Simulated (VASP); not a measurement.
# TiHSe2 (P-3m1) in VASP: notebook

TiHSe2 is run at these levels: PBE+D3(BJ); tasks: single point, relaxation of cell and atoms.

The COD entry that gives the cell may itself be a prediction, so a difference from it is no test against experiment.

All numbers are computed with VASP 6.6.1; they aren't measurements. Logs are shortened: lines on timing, memory, paths and dates and some standing lists are left out, and cuts for length are marked.

## 1. The cell of the first run

The structure is trigonal, space group P-3m1 (No. 164). Conventional cell: a = 3.588 Å, b = 3.588 Å, c = 5.413 Å, α = 90.00°, β = 90.00°, γ = 120.00°. Ti (site symmetry -3m) has 6 Se at 2.56 Å and 2 H at 2.71 Å within 3.4 Å. Se (site symmetry 3m) has 3 H at 2.39 Å and 3 Ti at 2.56 Å and 3 Se at 3.17 Å within 3.2 Å. Within 3.2 Å of H (site symmetry -3m) lie 6 Se at 2.39 Å and 2 Ti at 2.71 Å.

## 2. Single point, PBE+D3(BJ)

Input file INCAR:

```
SYSTEM = TiHSe2
  PREC = Accurate
  ENCUT = 500
  EDIFF = 1E-6
  ISMEAR = 0
  SIGMA = 0.1
  LREAL = .FALSE.
  LASPH = .TRUE.
  NELM = 120
  ALGO = Normal
  ISIF = 2
  LWAVE = .FALSE.
  LCHARG = .FALSE.
  GGA = PE
  IVDW = 12
  NBANDS = 20
  GGA_COMPAT = .FALSE.
```

Input file KPOINTS:

```
regular mesh
0
G
  12 12 8
  0 0 0
```

Input file POSCAR:

```
TiHSe2
1.0
    3.5878722856      0.0000000000      0.0000000000
   -1.7939361428      3.1071885448      0.0000000000
    0.0000000000      0.0000000000      5.4131773595
Ti Se H
1 2 1
Direct
    0.0000000000      0.0000000000      0.0000000000
    0.3333333333      0.6666666667      0.2779800188
    0.6666666667      0.3333333333      0.7220199812
    0.0000000000      0.0000000000      0.5000000000
```

Potentials or basis: VASP PAW PBE potentials, release 64 (Ti_sv, Se, H).

Command:

```bash
> cat potpaw_PBE.64/Ti_sv/POTCAR potpaw_PBE.64/Se/POTCAR potpaw_PBE.64/H/POTCAR > POTCAR
> mpirun -np 1 vasp_std > vasp.out
```

OUTCAR:

```text
SYSTEM = TiHSe2
   PREC = Accurate
   ENCUT = 500
   EDIFF = 1E-6
   ISMEAR = 0
   LREAL = .FALSE.
   LASPH = .TRUE.
   NELM = 120
   ISIF = 2
   GGA = PE
   IVDW = 12
 IVDW          = 12

 ion  position               nearest neighbor table
   1  0.000  0.000  0.000-   2 2.56   3 2.56   2 2.56   3 2.56   3 2.56   2 2.56
   2  0.333  0.667  0.278-   1 2.56   1 2.56   1 2.56
   3  0.667  0.333  0.722-   1 2.56   1 2.56   1 2.56
   4  0.000  0.000  0.500-

  LATTYP: Found a hexagonal cell.
 ALAT       =     3.5878722856
 C/A-ratio  =     1.5087430456

  Lattice vectors:

 A1 = (   3.5878722856,   0.0000000000,   0.0000000000)
 A2 = (  -1.7939361428,   3.1071885448,   0.0000000000)
 A3 = (   0.0000000000,   0.0000000000,   5.4131773595)

Analysis of symmetry for initial positions (statically):
=====================================================================
 Subroutine PRICEL returns:
 Original cell was already a primitive cell.

 Routine SETGRP: Setting up the symmetry group for a
 hexagonal supercell.

 Subroutine GETGRP returns: Found 12 space group operations
 (whereof 12 operations were pure point group operations)
 out of a pool of 24 trial point group operations.

The static configuration has the point symmetry D_3d.

Analysis of symmetry for dynamics (positions and initial velocities):
=====================================================================
 Subroutine PRICEL returns:
 Original cell was already a primitive cell.

 Routine SETGRP: Setting up the symmetry group for a
 hexagonal supercell.

 Subroutine GETGRP returns: Found 12 space group operations
 (whereof 12 operations were pure point group operations)
 out of a pool of 24 trial point group operations.

The dynamic configuration has the point symmetry D_3d.

 Subroutine INISYM returns: Found 12 space group operations
 (whereof 12 operations are pure point group operations),
 and found     1 'primitive' translations

----------------------------------------------------------------------------------------

                                     Primitive cell

  volume of cell :      60.3472

  direct lattice vectors                    reciprocal lattice vectors
     3.587872286  0.000000000  0.000000000     0.278716721  0.160917174  0.000000000
    -1.793936143  3.107188545  0.000000000     0.000000000  0.321834348  0.000000000
     0.000000000  0.000000000  5.413177359     0.000000000  0.000000000  0.184734387

  length of vectors
     3.587872286  3.587872286  5.413177359     0.321834348  0.321834348  0.184734387

  position of ions in fractional coordinates (direct lattice)
     0.000000000  0.000000000  0.000000000
     0.333333333  0.666666667  0.277980019
     0.666666667  0.333333333  0.722019981
     0.000000000  0.000000000  0.500000000

  ion indices of the primitive-cell ions
   primitive index   ion index
                 1           1
                 2           2
                 3           3
                 4           4

----------------------------------------------------------------------------------------

 KPOINTS: regular mesh

Automatic generation of k-mesh.
 Grid dimensions read from file:
 generate k-points for:   12   12    8

 Generating k-lattice:

  Cartesian coordinates                     Fractional coordinates (reciprocal lattice)
     0.023226393  0.013409765  0.000000000     0.083333333  0.000000000  0.000000000
     0.000000000  0.026819529  0.000000000     0.000000000  0.083333333  0.000000000
     0.000000000  0.000000000  0.023091798     0.000000000  0.000000000  0.125000000

  Length of vectors
     0.026819529  0.026819529  0.023091798

  Shift w.r.t. Gamma in fractional coordinates (k-lattice)
     0.000000000  0.000000000  0.000000000

 Subroutine IBZKPT returns following result:
 ===========================================

 Found    131 irreducible k-points:

 Following reciprocal coordinates:
            Coordinates               Weight
  0.000000  0.000000  0.000000      1.000000
  0.083333  0.000000  0.000000      6.000000
  0.166667  0.000000  0.000000      6.000000
  0.250000  0.000000  0.000000      6.000000
  0.333333 -0.000000  0.000000      6.000000
  0.416667  0.000000  0.000000      6.000000
[... 16 lines left out ...]
  0.166667  0.000000  0.125000      6.000000
  0.000000  0.166667  0.125000      6.000000
 [... further k-points ...]
   k-points           NKPTS =    131   k-points in BZ     NKDIM =    131   number of bands    NBANDS=     20
   number of dos      NEDOS =    301   number of ions     NIONS =      4
   total plane-waves  NPLWV =  31360
   dimension x,y,z NGX =    28 NGY =   28 NGZ =   40
   dimension x,y,z NGXF=    56 NGYF=   56 NGZF=   80
   ions per type =               1   2   1
   NGX,Y,Z   is equivalent  to a cutoff of  12.97, 12.97, 12.28 a.u.
   NGXF,Y,Z  is equivalent  to a cutoff of  25.95, 25.95, 24.57 a.u.
 SYSTEM =  TiHSe2
   PREC   = accura    normal or accurate (medium, high low for compatibility)
   ISTART =      0    job   : 0-new  1-cont  2-samecut
   ICHARG =      2    charge: 1-file 2-atom 10-const
   ISPIN  =      1    spin polarized calculation?
   LNONCOLLINEAR =      F non collinear calculations
   LSORBIT =      F    spin-orbit coupling
   LASPH  =      T    aspherical Exc in radial PAW
   ENCUT  =  500.0 eV  36.75 Ry    6.06 a.u.   6.54  6.54  9.87*2*pi/ulx,y,z
   NELM   =    120;   NELMIN=  2; NELMDL= -5     # of ELM steps
   EDIFF  = 0.1E-05   stopping-criterion for ELM
   LREAL  =      F    real-space projection
   EDIFFG = 0.1E-04   stopping-criterion for IOM
   NSW    =      0    number of steps for IOM
   IBRION =     -1    ionic relax: 0-MD 1-quasi-New 2-CG
   NFREE  =      0    steps in history (QN), initial steepest desc. (CG)
   ISIF   =      2    stress and relaxation
   ISYM   =      2    0-nonsym 1-usesym 2-fastsym
   POTIM  = 0.5000    time-step for ionic-motion
   TEBEG  =    0.0;   TEEND  =   0.0 temperature during run
   PSTRESS=    0.0 pullay stress
   NELECT =      25.0000    total number of electrons
   NUPDOWN=      -1.0000    fix difference up-down
   EMIN   =  10.00;   EMAX   =-10.00  energy-range for DOS
   EFERMI =   0.00;   METHOD = LEGACY
   ISMEAR =     0;   SIGMA  =   0.10  broadening in eV -4-tet -1-fermi 0-gaus
   EFERMI_NEDOS =   21; number of points for ismear=-14 and -15
   IALGO  =     38    algorithm
   IMIX   =      4    mixing-type and parameters
     AMIX     =   0.40;   BMIX     =  1.00
     AMIX_MAG =   1.60;   BMIX_MAG =  1.00
  volume/ion in A,a.u.               =      15.09       101.81
  Fermi-wavevector in a.u.,A,eV,Ry     =   1.220401  2.306223 20.264226  1.489379
  Thomas-Fermi vector in A             =   2.355620
   LORBIT       =      0    0 simple, 1 ext, 2 COOP (PROOUT), +10 PAW based schemes
   GGA     = PE    functional components
   LHFCALC =     F    Hartree Fock is set to
   AEXX    =    0.0000 exact exchange contribution
   IVDW    =    12    specifies the selected vdW correction
   LEPSILON=     F    determine dielectric tensor
   LRPA    =     F    only Hartree local field effects (RPA)
 non-spin polarized calculation
 Gauss-broadening in eV      SIGMA  =   0.10
  energy-cutoff  :      500.00
  volume of cell :       60.35
 maximum number of plane-waves:      1580
 NGX is ok and might be reduce to    28
   NGX = 13   NGY = 13   NGZ = 19

 number of electron      25.0000001 magnetization

 Free energy of the ion-electron system (eV)
  ---------------------------------------------------
  ext. energy  EPLUGINS =         0.00000000
  ---------------------------------------------------
  free energy    TOTEN  =       -19.32367293 eV

  energy without entropy =      -19.31340174  energy(sigma->0) =      -19.31853733

 E-fermi :   6.3679     XC(G=0): -10.7927

 val. band max:        6.3590917374   @ k =   0.1667   0.1667   0.3750
 cond. band min:       6.3679204563   @ k =   0.0000   0.2500   0.2500
 fundamental gap:      0.0088287188
 Fermi energy:         6.3678854135

 k-point     1 :       0.0000    0.0000    0.0000
  band No.  band energies     occupation
      1     -51.2437      2.00000
      2     -27.5057      2.00000
      3     -27.4786      2.00000
      4     -27.4786      2.00000
      5      -8.6789      2.00000
      6      -6.2843      2.00000
[... 12 lines left out ...]
     19      10.7197      0.00000
     20      14.1430      0.00000

 k-point     2 :       0.0833    0.0000    0.0000
  band No.  band energies     occupation
      1     -51.2433      2.00000
      2     -27.5046      2.00000
      3     -27.4839      2.00000
      4     -27.4798      2.00000
      5      -8.5990      2.00000
      6      -6.2729      2.00000
[... 12 lines left out ...]
     19      11.2738      0.00000
     20      13.4732      0.00000

 k-point     3 :       0.1667    0.0000    0.0000
  band No.  band energies     occupation
      1     -51.2422      2.00000
      2     -27.5016      2.00000
      3     -27.4984      2.00000
      4     -27.4831      2.00000
      5      -8.3660      2.00000
      6      -6.2455      2.00000
[... 12 lines left out ...]
     19      12.1370      0.00000
     20      13.6714      0.00000

 k-point     4 :       0.2500    0.0000    0.0000
  band No.  band energies     occupation
      1     -51.2406      2.00000
      2     -27.5185      2.00000
      3     -27.4970      2.00000
      4     -27.4876      2.00000
      5      -8.0026      2.00000
      6      -6.2234      2.00000
[... 429 lines left out ...]
 k-point    23 :       0.1667    0.0000    0.1250
  band No.  band energies     occupation
      1     -51.2422      2.00000
      2     -27.5017      2.00000
      3     -27.4983      2.00000
      4     -27.4831      2.00000
      5      -8.3091      2.00000
      6      -6.3621      2.00000
[... 12 lines left out ...]
     19      12.3705      0.00000
     20      13.8217      0.00000

 k-point    24 :       0.0000    0.1667    0.1250
  band No.  band energies     occupation
      1     -51.2422      2.00000
      2     -27.5017      2.00000
      3     -27.4984      2.00000
      4     -27.4831      2.00000
      5      -8.3156      2.00000
      6      -6.3467      2.00000
[... 12 lines left out ...]
     19      12.2004      0.00000
     20      13.5803      0.00000

 [... further k-points ...]

------------------------ aborting loop because EDIFF is reached ----------------------------------------

 Edisp (eV)   -1.62063

 E8    (eV) :    -0.6711

  FORCE on cell =-STRESS in cart. coord.  units (eV):
  Direction    XX          YY          ZZ          XY          YZ          ZX
  --------------------------------------------------------------------------------------
  -------------------------------------------------------------------------------------
  Total       0.03484     0.03484     0.03775     0.00000     0.00000     0.00000
  in kB       0.92510     0.92510     1.00211     0.00000     0.00000     0.00000
  external pressure =        0.95 kB  Pullay stress =        0.00 kB

 VOLUME and BASIS-vectors are now :
 -----------------------------------------------------------------------------
  energy-cutoff  :      500.00
  volume of cell :       60.35
      direct lattice vectors                 reciprocal lattice vectors
     3.587872286  0.000000000  0.000000000     0.278716721  0.160917174  0.000000000
    -1.793936143  3.107188545  0.000000000     0.000000000  0.321834348  0.000000000
     0.000000000  0.000000000  5.413177359     0.000000000  0.000000000  0.184734387

 POSITION                                       TOTAL-FORCE (eV/Angst)
 -----------------------------------------------------------------------------------
      0.00000      0.00000      0.00000        -0.000000      0.000000      0.000000
     -0.00000      2.07146      1.50476        -0.000000      0.000000      0.015679
      1.79394      1.03573      3.90842         0.000000     -0.000000     -0.015679
      0.00000      0.00000      2.70659        -0.000000      0.000000      0.000000
 -----------------------------------------------------------------------------------
    total drift:                               -0.000000     -0.000000      0.000000

  FREE ENERGIE OF THE ION-ELECTRON SYSTEM (eV)
  ---------------------------------------------------
  free  energy   TOTEN  =       -20.9443024777 eV

  energy  without entropy=      -20.9340312904  energy(sigma->0) =      -20.93916688
```

Wall time 62 s (1 thread of Intel Xeon 6975P-C (Granite Rapids), shared host); peak memory 0.3 GiB.

What came out:

```yaml
Free_energy: -20.9443 eV
Pressure: 0.1 GPa
Largest_force: 0.016 eV/Å
Dispersion_energy_per_atom: -0.405 eV
```

Forces in eV/Å, atoms in the order of the input:
```
Ti   0.000  0.000  0.000
Se   0.000  0.000  0.016
Se   0.000  0.000 -0.016
H    0.000  0.000  0.000
```

Levels at points of the mesh, in eV from the Fermi level:
```
           k point  band 9  band 10  band 11  band 12  band 13  band 14  band 15  band 16  band 17  band 18
(0.00, 0.00, 0.00)   -2.90    -0.20    -0.20     0.21     0.30     0.30     0.65     0.84     2.59     2.59
(0.50, 0.00, 0.00)   -3.49    -3.40    -2.59    -2.57    -1.03     1.20     1.38     1.57     3.24     3.60
(0.00, 0.00, 0.50)   -2.71    -2.71    -0.78    -0.78     0.23     0.23     0.99     1.29     3.39     3.39
(0.50, 0.00, 0.50)   -3.33    -2.93    -1.65    -1.40    -0.35     0.37     1.19     1.49     2.35     3.64
```

Caveat: pairwise dispersion overbinds metals, which lowers pressure and volume.

(Continued in part 2 of 2.)
